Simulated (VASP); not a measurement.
# Nb in VASP: single point with PBE

Aim: the single point of Nb with PBE.

Program: VASP 6.6.1. These are calculated values, not measurements. Logs are shortened: lines on timing, memory, paths and dates and some standing lists are left out, and cuts for length are marked.

## 1. The cell of the first run

The cell holds a slab with vacuum, 1 atom: a = 2.983 Å, b = 4.219 Å, c = 16.000 Å, α = 90.00°, β = 90.00°, γ = 90.00°.

## 2. Single point, PBE

File INCAR:

```
PREC     = Accurate       # precision mode
ENCUT    = 520            # plane-wave cutoff, eV
EDIFF    = 1E-6           # SCF threshold, eV
ISMEAR   = -1             # smearing method
SIGMA    = 0.05           # smearing width, eV
LREAL    = F              # projectors in reciprocal space
LASPH    = T              # aspherical terms in the spheres
NELM     = 100            # most SCF steps
ALGO     = Normal         # electronic algorithm
ISIF     = 2              # what is computed and relaxed
LWAVE    = F              # write WAVECAR
LCHARG   = T              # write CHGCAR
LDIPOL   = T            
IDIPOL   = 3            
DIPOL    = 0.5 0.5 0.500
GGA      = PE             # functional
LELF     = T              # ELF
LVHAR    = T            
LVACPOTAV= T            
NBANDS   = 12             # bands
```

File KPOINTS:

```
regular mesh
0
Gamma
  12 9 1
```

File POSCAR:

```
Nb
1.0
    2.9829714883      0.0000000000      0.0000000000
    0.0000000000      4.2185587350      0.0000000000
    0.0000000000      0.0000000000     16.0000000000
Nb
1
Direct
    0.0000000000      0.0000000000      0.5000000000
```

Potentials or basis: VASP PAW PBE potentials, release 64 (Nb_sv).

On the command line:

```bash
> cat potpaw_PBE.64/Nb_sv/POTCAR > POTCAR
> mpirun -np 1 vasp_std > vasp.out
```

OUTCAR:

```text
PREC = Accurate
   ENCUT = 520
   EDIFF = 1E-6
   ISMEAR = -1
   LREAL = F
   LASPH = T
   NELM = 100
   ISIF = 2
   GGA = PE

 ion  position               nearest neighbor table
   1  0.000  0.000  0.500-

  LATTYP: Found a simple orthorhombic cell.
 ALAT       =     2.9829714883
 B/A-ratio  =     1.4142135624
 C/A-ratio  =     5.3637790581

  Lattice vectors:

 A1 = (   2.9829714883,   0.0000000000,   0.0000000000)
 A2 = (   0.0000000000,   4.2185587350,   0.0000000000)
 A3 = (   0.0000000000,   0.0000000000,  16.0000000000)

Analysis of symmetry for initial positions (statically):
=====================================================================
 Subroutine PRICEL returns:
 Original cell was already a primitive cell.

 Routine SETGRP: Setting up the symmetry group for a
 simple orthorhombic supercell.

 Subroutine GETGRP returns: Found  8 space group operations
 (whereof  8 operations were pure point group operations)
 out of a pool of  8 trial point group operations.

The static configuration has the point symmetry D_2h.

Analysis of symmetry for dynamics (positions and initial velocities):
=====================================================================
 Subroutine PRICEL returns:
 Original cell was already a primitive cell.

 Routine SETGRP: Setting up the symmetry group for a
 simple orthorhombic supercell.

 Subroutine GETGRP returns: Found  8 space group operations
 (whereof  8 operations were pure point group operations)
 out of a pool of  8 trial point group operations.

The dynamic configuration has the point symmetry D_2h.

 Subroutine INISYM returns: Found  8 space group operations
 (whereof  8 operations are pure point group operations),
 and found     1 'primitive' translations

----------------------------------------------------------------------------------------

                                     Primitive cell

  volume of cell :     201.3414

  direct lattice vectors                    reciprocal lattice vectors
     2.982971488  0.000000000  0.000000000     0.335236191  0.000000000  0.000000000
     0.000000000  4.218558735  0.000000000     0.000000000  0.237047784  0.000000000
     0.000000000  0.000000000 16.000000000     0.000000000  0.000000000  0.062500000

  length of vectors
     2.982971488  4.218558735 16.000000000     0.335236191  0.237047784  0.062500000

  position of ions in fractional coordinates (direct lattice)
     0.000000000  0.000000000  0.500000000

  ion indices of the primitive-cell ions
   primitive index   ion index
                 1           1

----------------------------------------------------------------------------------------

 KPOINTS: regular mesh

Automatic generation of k-mesh.
 Grid dimensions read from file:
 generate k-points for:   12    9    1

 Generating k-lattice:

  Cartesian coordinates                     Fractional coordinates (reciprocal lattice)
     0.027936349  0.000000000  0.000000000     0.083333333  0.000000000  0.000000000
     0.000000000  0.026338643  0.000000000     0.000000000  0.111111111  0.000000000
     0.000000000  0.000000000  0.062500000     0.000000000  0.000000000  1.000000000

  Length of vectors
     0.027936349  0.026338643  0.062500000

  Shift w.r.t. Gamma in fractional coordinates (k-lattice)
     0.000000000  0.000000000  0.000000000

 Subroutine IBZKPT returns following result:
 ===========================================

 Found     35 irreducible k-points:

 Following reciprocal coordinates:
            Coordinates               Weight
  0.000000  0.000000  0.000000      1.000000
  0.083333  0.000000  0.000000      2.000000
  0.166667  0.000000  0.000000      2.000000
  0.250000  0.000000  0.000000      2.000000
  0.333333  0.000000  0.000000      2.000000
  0.416667  0.000000  0.000000      2.000000
[... 16 lines left out ...]
  0.083333  0.333333  0.000000      4.000000
  0.166667  0.333333  0.000000      4.000000
 [... further k-points ...]
   k-points           NKPTS =     35   k-points in BZ     NKDIM =     35   number of bands    NBANDS=     12
   number of dos      NEDOS =    301   number of ions     NIONS =      1
   total plane-waves  NPLWV =  92160
   dimension x,y,z NGX =    24 NGY =   32 NGZ =  120
   dimension x,y,z NGXF=    48 NGYF=   64 NGZF=  240
   ions per type =               1
   NGX,Y,Z   is equivalent  to a cutoff of  13.38, 12.61, 12.47 a.u.
   NGXF,Y,Z  is equivalent  to a cutoff of  26.75, 25.22, 24.94 a.u.
 SYSTEM =  unknown system
   PREC   = accura    normal or accurate (medium, high low for compatibility)
   ISTART =      0    job   : 0-new  1-cont  2-samecut
   ICHARG =      2    charge: 1-file 2-atom 10-const
   ISPIN  =      1    spin polarized calculation?
   LNONCOLLINEAR =      F non collinear calculations
   LSORBIT =      F    spin-orbit coupling
   LASPH  =      T    aspherical Exc in radial PAW
   ENCUT  =  520.0 eV  38.22 Ry    6.18 a.u.   5.55  7.84 29.75*2*pi/ulx,y,z
   NELM   =    100;   NELMIN=  2; NELMDL= -5     # of ELM steps
   EDIFF  = 0.1E-05   stopping-criterion for ELM
   LREAL  =      F    real-space projection
   EDIFFG = 0.1E-04   stopping-criterion for IOM
   NSW    =      0    number of steps for IOM
   IBRION =     -1    ionic relax: 0-MD 1-quasi-New 2-CG
   NFREE  =      0    steps in history (QN), initial steepest desc. (CG)
   ISIF   =      2    stress and relaxation
   ISYM   =      2    0-nonsym 1-usesym 2-fastsym
   POTIM  = 0.5000    time-step for ionic-motion
   TEBEG  =    0.0;   TEEND  =   0.0 temperature during run
   PSTRESS=    0.0 pullay stress
   NELECT =      13.0000    total number of electrons
   NUPDOWN=      -1.0000    fix difference up-down
   EMIN   =  10.00;   EMAX   =-10.00  energy-range for DOS
   EFERMI =   0.00;   METHOD = LEGACY
   ISMEAR =    -1;   SIGMA  =   0.05  broadening in eV -4-tet -1-fermi 0-gaus
   EFERMI_NEDOS =   21; number of points for ismear=-14 and -15
   IALGO  =     38    algorithm
   IMIX   =      4    mixing-type and parameters
     AMIX     =   0.40;   BMIX     =  1.00
     AMIX_MAG =   1.60;   BMIX_MAG =  1.00
  volume/ion in A,a.u.               =     201.34      1358.72
  Fermi-wavevector in a.u.,A,eV,Ry     =   0.656767  1.241110  5.868783  0.431343
  Thomas-Fermi vector in A             =   1.728063
   LORBIT       =      0    0 simple, 1 ext, 2 COOP (PROOUT), +10 PAW based schemes
   GGA     = PE    functional components
   LHFCALC =     F    Hartree Fock is set to
   AEXX    =    0.0000 exact exchange contribution
   IVDW    =     0    specifies the selected vdW correction
   LEPSILON=     F    determine dielectric tensor
   LRPA    =     F    only Hartree local field effects (RPA)
 non-spin polarized calculation
  energy-cutoff  :      520.00
  volume of cell :      201.34
 maximum number of plane-waves:      5483
 NGX is ok and might be reduce to    24
   NGX = 11   NGY = 15   NGZ = 59

 number of electron      13.0000001 magnetization

 dipolmoment           0.000000      0.000000     -0.000000 electrons x Angstroem

 Free energy of the ion-electron system (eV)
  ---------------------------------------------------
  ext. energy  EPLUGINS =         0.00000000
  ---------------------------------------------------
  free energy    TOTEN  =        -4.99841114 eV

  energy without entropy =       -4.94493901  energy(sigma->0) =       -4.97167507

 E-fermi :  -2.6789     XC(G=0):  -2.6180

 val. band max:       -2.6894887395   @ k =   0.2500   0.3333   0.0000
 cond. band min:      -2.6690737579   @ k =   0.1667   0.2222   0.0000
 fundamental gap:      0.0204149817
 Fermi energy:        -2.6788634383

 k-point     1 :       0.0000    0.0000    0.0000
  band No.  band energies     occupation
      1     -58.2134      2.00000
      2     -34.4113      2.00000
      3     -34.3265      2.00000
      4     -33.6173      2.00000
      5      -5.5109      2.00000
      6      -3.8076      2.00000
      7      -2.9565      1.99228
      8      -2.3574      0.00322
      9      -1.4226      0.00000
     10      -0.5817      0.00000
     11      -0.3982      0.00000
     12       1.2388      0.00000

 k-point     2 :       0.0833    0.0000    0.0000
  band No.  band energies     occupation
      1     -58.2095      2.00000
      2     -34.4072      2.00000
      3     -34.3225      2.00000
      4     -33.6581      2.00000
      5      -5.3066      2.00000
      6      -3.6864      2.00000
      7      -2.9027      1.97752
      8      -2.3233      0.00163
      9      -1.6643      0.00000
     10      -0.7069      0.00000
     11      -0.4248      0.00000
     12       1.3506      0.00000

 k-point     3 :       0.1667    0.0000    0.0000
  band No.  band energies     occupation
      1     -58.1987      2.00000
      2     -34.3959      2.00000
      3     -34.3115      2.00000
      4     -33.7683      2.00000
      5      -4.7460      2.00000
      6      -3.3141      1.99999
      7      -2.7440      1.57274
      8      -2.2282      0.00024
      9      -2.1878      0.00011
     10      -1.3768      0.00000
     11      -0.0439      0.00000
     12       1.6858      0.00000
[... 286 lines left out ...]
 k-point    23 :       0.0833    0.3333    0.0000
  band No.  band energies     occupation
      1     -58.2091      2.00000
      2     -34.4064      2.00000
      3     -34.3323      2.00000
      4     -33.6576      2.00000
      5      -4.7613      2.00000
      6      -3.0485      1.99877
      7      -2.8992      1.97589
      8      -2.7068      1.27242
      9      -1.1555      0.00000
     10      -0.9178      0.00000
     11       0.2170      0.00000
     12       0.5728      0.00000

 k-point    24 :       0.1667    0.3333    0.0000
  band No.  band energies     occupation
      1     -58.1983      2.00000
      2     -34.3952      2.00000
      3     -34.3211      2.00000
      4     -33.7677      2.00000
      5      -4.0804      2.00000
      6      -2.8990      1.97581
      7      -2.7686      1.71493
      8      -2.6043      0.36750
      9      -1.8808      0.00000
     10      -1.4567      0.00000
     11       0.8229      0.00000
     12       1.1568      0.00000

 [... further k-points ...]

------------------------ aborting loop because EDIFF is reached ----------------------------------------

  FORCE on cell =-STRESS in cart. coord.  units (eV):
  Direction    XX          YY          ZZ          XY          YZ          ZX
  --------------------------------------------------------------------------------------
  -------------------------------------------------------------------------------------
  Total       -7.8671426     -3.6382092     -0.0131633     -0.0000000      0.0000000      0.0000000
  in kB      -62.6028952    -28.9510998     -0.1047469     -0.0000000      0.0000000      0.0000000
  external PRESSURE =     -30.5529140 kB  Pullay stress =       0.0000000 kB

 VOLUME and BASIS-vectors are now :
 -----------------------------------------------------------------------------
  energy-cutoff  :      520.00
  volume of cell :      201.34
      direct lattice vectors                 reciprocal lattice vectors
     2.982971488  0.000000000  0.000000000     0.335236191  0.000000000  0.000000000
     0.000000000  4.218558735  0.000000000     0.000000000  0.237047784  0.000000000
     0.000000000  0.000000000 16.000000000     0.000000000  0.000000000  0.062500000

 POSITION                                       TOTAL-FORCE (eV/Angst)
 -----------------------------------------------------------------------------------
      0.00000      0.00000      8.00000         0.000000      0.000000      0.000000
 -----------------------------------------------------------------------------------
    total drift:                               -0.000000     -0.000000      0.000000

  FREE ENERGIE OF THE ION-ELECTRON SYSTEM (eV)
  ---------------------------------------------------
  free  energy   TOTEN  =        -4.9984111359 eV

  energy  without entropy=       -4.9449390097  energy(sigma->0) =       -4.97167507

 vacuum level on the upper side and lower side of the slab         1.638         1.638
```

Wall time 1.9 min (1 thread of Intel Xeon Platinum 8259CL at 2.50GHz (Skylake/Cascade Lake), shared host); peak memory 0.31 GiB.

Results:

- Free energy: -4.9984 eV
- Band gap on the k mesh: zero (an odd number of electrons rules out a gap without spin polarisation)

The gap in the log of VASP goes by the Fermi energy; the results here count the filled bands.